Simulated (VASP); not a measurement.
**Be2Cd2O: single point with PBE**

Be2Cd2O:

```
Be Cd O
1.0
    -2.08475    2.08475    6.34506
     2.08475   -2.08475    6.34506
     2.08475    2.08475   -6.34506
Be Cd O
2 2 1
Direct
  0.11192 0.11192 0.00000
  0.88808 0.88808 0.00000
  0.25000 0.75000 0.50000
  0.75000 0.25000 0.50000
  0.00000 0.00000 0.00000
```

The cell was built from a structure type or drawn by symmetry, and may not be a known phase.

```yaml
Program: VASP 6.6.1
Task: single point
Functional: PBE
Potentials_or_basis: VASP PAW PBE potentials, release 64 (Be, Cd, O)
Cutoff: 520 eV
k_mesh: 12 × 12 × 12
Occupations: gaussian, width 0.1 eV
Spin: no spin polarisation
```

* Pressure: 0.0 GPa
* Largest force: 0.056 eV/Å
* Band gap on the k mesh: zero (bands 17 and 18 overlap by 3.28 eV)

Forces on the atoms (eV/Å):
```
Be   0.000  0.000 -0.056
Be   0.000  0.000  0.056
Cd   0.000  0.000  0.000
Cd   0.000  0.000  0.000
O    0.000  0.000  0.000
```

Stress tensor (GPa, compression positive):
```
 0.09  0.00  0.00
 0.00  0.09  0.00
 0.00  0.00 -0.16
```

Levels at points of the mesh, in eV from the Fermi level:
| k point | band 15 | band 16 | band 17 | band 18 | band 19 | band 20 |
| --- | --- | --- | --- | --- | --- | --- |
| (0.00, 0.00, 0.00) | -3.55 | -1.92 | 0.92 | 0.92 | 3.29 | 3.33 |
| (0.50, 0.00, 0.00) | -3.69 | -3.53 | -0.05 | 0.67 | 3.27 | 4.04 |
| (0.50, 0.50, 0.00) | -2.64 | -2.56 | -2.17 | -1.53 | 0.88 | 1.90 |
| (0.50, 0.50, 0.50) | -3.62 | -2.47 | 1.39 | 1.39 | 3.19 | 4.20 |

Run time: 11 min on 1 thread of Intel(R) Xeon(R) 6975P-C (Granite Rapids), on a shared host, peak memory 0.7 GiB.
